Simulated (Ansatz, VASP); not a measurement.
**F in VASP and in Ansatz**

INCAR

```
PREC = Accurate ; ENCUT = 1350
EDIFF = 1E-6 ; ISMEAR = 0
SIGMA = 0.05 ; LREAL = False
LASPH = True ; NELM = 120
ALGO = Normal ; ISIF = 2
LWAVE = False ; LCHARG = False
GGA = PS ; NBANDS = 22
GGA_COMPAT = False
```

File KPOINTS:

```
Automatic mesh
0
Gamma
  4 4 2
```

POSCAR

```
F
1.0
    3.2519794879     -1.7812103934     -0.2508207124
    3.2519794879      1.7812103934     -0.2508207124
   -2.4715241578      0.0000000000      7.1441480068
F
4
Direct
    0.0848459664      0.0848459664      0.0940038325
    0.9151540336      0.9151540336      0.9059961675
    0.5015719855      0.5015719855      0.5937195244
    0.4984280145      0.4984280145      0.4062804756
```

Input for Ansatz:

```yaml
crystal:
  lattice:
    - [3.2519794879, -1.7812103934, -0.2508207124]
    - [3.2519794879, 1.7812103934, -0.2508207124]
    - [-2.4715241578, 0.0, 7.1441480068]
  atoms:
    - { symbol: F, position: [0.0848459664, 0.0848459664, 0.0940038325] }
    - { symbol: F, position: [0.9151540336, 0.9151540336, 0.9059961675] }
    - { symbol: F, position: [0.5015719855, 0.5015719855, 0.5937195244] }
    - { symbol: F, position: [0.4984280145, 0.4984280145, 0.4062804756] }
basis:
  ecutwfc: 520.0
kpoints:
  mp_grid: { grid: [4, 4, 2] }
hamiltonian:
  xc: pbesol
scf:
  occupations: { method: gaussian, width: 0.05 }
output:
  forces: true
  stress: true
  eigenvalues: true
```

Change from the starting cell: volume 20.139 Å^3 an atom, stretch along a over the lengths across it, relative to the relaxed cell 1.0493.

Alike in both runs: task single point; functional PBEsol; k mesh 4 × 4 × 2; occupations gaussian, width 0.05 eV; no spin polarisation.

```csv
,VASP,Ansatz
version,VASP 6.6.1,Ansatz 0.2.0
potentials or method,"VASP PAW PBE potentials, release 64 (F_h), cutoff 1350 eV","scalar-relativistic, plane waves, PAW"
valence electrons in the cell,28,28
```

```tsv
	VASP	Ansatz	Ansatz less VASP
gap on the k mesh at the Fermi level (eV)	3.03	3.03	+0.003
least direct gap on the mesh (eV)	3.11	3.11	+0.003
pressure (GPa)	-1.1	-0.7	+0.39
traceless stress, the component that is largest in VASP (GPa)	-0.88	-0.98	-0.104
rms of the force components (eV/Å)	0.181	0.192	+0.0103
```

VASP's potentials were made for PBE, not for PBEsol. Atom by atom the forces differ by 0.010 eV/Å (rms over components). With one functional, cell and mesh, what is left measures potentials, basis and numerics.

The k mesh is coarse, so the values compare programs but aren't converged.
